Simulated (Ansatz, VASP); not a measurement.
## BN: VASP beside Ansatz

```
CELL_PARAMETERS angstrom
2.55394 -0.02554 0.00000
-1.29909 2.22455 0.00000
0.00000 0.00000 4.22685
ATOMIC_POSITIONS crystal
B 0.66667 0.33333 0.99972
B 0.33333 0.66667 0.49972
N 0.66667 0.33333 0.62528
N 0.33333 0.66667 0.12528
```

Change from the starting cell: strain -0.0200 x Voigt [0, 0, 0, 0, 0, 1], atoms carried along.

Alike in both runs: task single point; functional PBE; k mesh 12 × 12 × 6; occupations gaussian, width 0.05 eV; no spin polarisation.

```csv
,VASP,Ansatz
version,VASP 6.6.1,Ansatz 0.2.0
potentials or method,"VASP PAW PBE potentials, release 64 (B, N), cutoff 520 eV","scalar-relativistic, plane waves, PAW"
valence electrons in the cell,16,16
```

```csv
,VASP,Ansatz,Ansatz less VASP
gap on the k mesh at the Fermi level (eV),5.14,5.15,+0.017
least direct gap on the mesh (eV),8.06,8.07,+0.012
pressure (GPa),0.3,0.1,-0.23
"traceless stress, the component that is largest in VASP (GPa)",8.19,8.14,-0.048
rms of the force components (eV/Å),0.040,0.039,-0.0015
```

Atom by atom the forces differ by 0.002 eV/Å (rms over components). With one functional, cell and mesh, what is left measures potentials, basis and numerics.
